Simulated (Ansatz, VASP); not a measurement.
One calculation of HfN, two programs

```xyz
2
Lattice="0.0000 2.2340 2.2340 2.2340 0.0000 2.2340 2.2340 2.2340 0.0000" Properties=species:S:1:pos:R:3 pbc="T T T"
Hf    0.0024    0.0000    0.0000
N     2.2040    2.2340    2.2340
```

Change from the starting cell: mode 4 frozen in at -0.030 Å and mode 6 at +0.000 Å (largest displacements).

Alike in both runs: task single point; functional LDA; k mesh 18 × 18 × 18; occupations gaussian, width 0.15 eV; no spin polarisation.

|  | VASP | Ansatz |
| --- | --- | --- |
| version | VASP 6.6.1 | Ansatz 0.2.0 |
| potentials or method | VASP PAW LDA potentials, release 64 (Hf_pv, N), cutoff 520 eV | scalar-relativistic, plane waves, PAW |
| valence electrons in the cell | 15 | 31 |

Ansatz gave:

* gap on the k mesh at the Fermi level (eV): none
* pressure (GPa): 0.2
* traceless stress, the component that is largest in VASP (GPa): 0.29
* rms of the force components (eV/Å): 0.237

Which values does VASP return?

gap on the k mesh at the Fermi level (eV): none; pressure (GPa): -1.0; traceless stress, the component that is largest in VASP (GPa): 0.29; rms of the force components (eV/Å): 0.239.

Ansatz warns that its potentials were made for another functional, while VASP's fit it. LDA's correlation is that of Perdew and Zunger in VASP and of Perdew and Wang (1992) in Ansatz. Atom by atom the forces differ by 0.002 eV/Å (rms over components). A gap of «none» marks a metal or a gap that the smearing closes. VASP's potentials hold 15 valence electrons a cell and Ansatz's 31, so a difference there can come from the potentials and not from the codes.

Spin-orbit coupling is off throughout.
